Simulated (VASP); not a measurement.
Set up this calculation in VASP 6.6.1, as the native input.

| Item | Value |
| --- | --- |
| Task | single point |
| Functional | PBEsol |
| Potentials or basis | VASP PAW PBE potentials, release 64 (Rb_sv, Cl, Pb_d) |
| Cutoff | 520 eV |
| k mesh | 6 × 6 × 6 |
| Occupations | fermi-dirac, width 0.1 eV |
| Spin | no spin polarisation |
| Dipole correction | no |
| Further INCAR settings | ALGO = Normal; EDIFF = 1e-06; NBANDS = 45 |

The structure of RbPb4Cl lies in POSCAR:

```
RbPb4Cl
1.0
    0.0000000000      4.7565210000      4.7565210000
    4.7565210000      0.0000000000      4.7565210000
    4.7565210000      4.7565210000      0.0000000000
Rb Cl Pb
1 1 4
Direct
    0.5000000000      0.5000000000      0.5000000000
    0.0000000000      0.0000000000      0.0000000000
    0.1270000000      0.1270000000      0.1270000000
    0.6190000000      0.1270000000      0.1270000000
    0.1270000000      0.1270000000      0.6190000000
    0.1270000000      0.6190000000      0.1270000000
```

These files were run (other wordings do the same):

INCAR

```
SYSTEM = RbPb4Cl
ALGO = Normal
EDIFF = 1E-6
ENCUT = 520
GGA = PS
ISIF = 2
ISMEAR = -1
LASPH = .TRUE.
LCHARG = .FALSE.
LREAL = .FALSE.
LWAVE = .FALSE.
NBANDS = 45
NELM = 80
PREC = Accurate
SIGMA = 0.1
```

KPOINTS

```
k-points
0
G
  6 6 6
  0 0 0
```

Potentials or basis: VASP PAW PBE potentials, release 64 (Rb_sv, Cl, Pb_d).

The run is started by

```sh
$ cat potpaw_PBE.64/Rb_sv/POTCAR potpaw_PBE.64/Cl/POTCAR potpaw_PBE.64/Pb_d/POTCAR > POTCAR
$ mpirun -np 1 vasp_std > vasp.out
```

It gave:

| Property | Result |
| --- | --- |
| Pressure | 24.1 GPa |
| Largest force | 10.140 eV/Å |
| Band gap on the k mesh | zero (bands 36 and 37 overlap by 0.48 eV) |

Caveat: the cell stands under pressure; the PAW data sets were made with another functional, which shifts forces and pressure a little; spin-orbit coupling is left out, which moves the levels of the heavy elements.

Wall time 5.1 min on 1 thread of Oxide Virtual Turin-like Processor, with other jobs on the host, peak memory 0.39 GiB.
